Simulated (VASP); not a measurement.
Input of a VASP 6.6.1 run:

The input INCAR:

```
SYSTEM = MoS2
PREC = Accurate
ENCUT = 520
EDIFF = 1E-7
ISMEAR = -1
SIGMA = 0.05
LREAL = .FALSE.
LASPH = .TRUE.
NELM = 60
ALGO = Normal
ISIF = 2
LWAVE = .FALSE.
LCHARG = .TRUE.
GGA = PE
LELF = .TRUE.
LVHAR = .TRUE.
NBANDS = 20
```

Contents of KPOINTS:

```
Automatic mesh
0
G
  10 10 2
  0 0 0
```

POSCAR

```
MoS2
1.0
    3.1841260822      0.0000000000      0.0000000000
   -1.5920630411      2.7575340760      0.0000000000
    0.0000000000      0.0000000000     17.3345999500
Mo S
1 2
Direct
    0.0028990000     -0.0138400000     -0.0004740000
    0.3313860000      0.6610750000      0.9105550000
    0.3217360000      0.6551810000      0.0895260000
```

Potentials or basis: VASP PAW PBE potentials, release 64 (Mo_sv, S).

Launch:

```sh
$ cat potpaw_PBE.64/Mo_sv/POTCAR potpaw_PBE.64/S/POTCAR > POTCAR
$ mpirun -np 1 vasp_std > vasp.out
```

(1) What does it give for the largest force?

(2) What does it give for the band gap on the k mesh?

Answers

(1) 0.884 eV/Å.

(2) 1.73 eV (least direct gap 1.91 eV).

Caveat: the cell differs from its parent crystal (atoms moved at random); there is no dipole correction, which matters where the two faces differ.
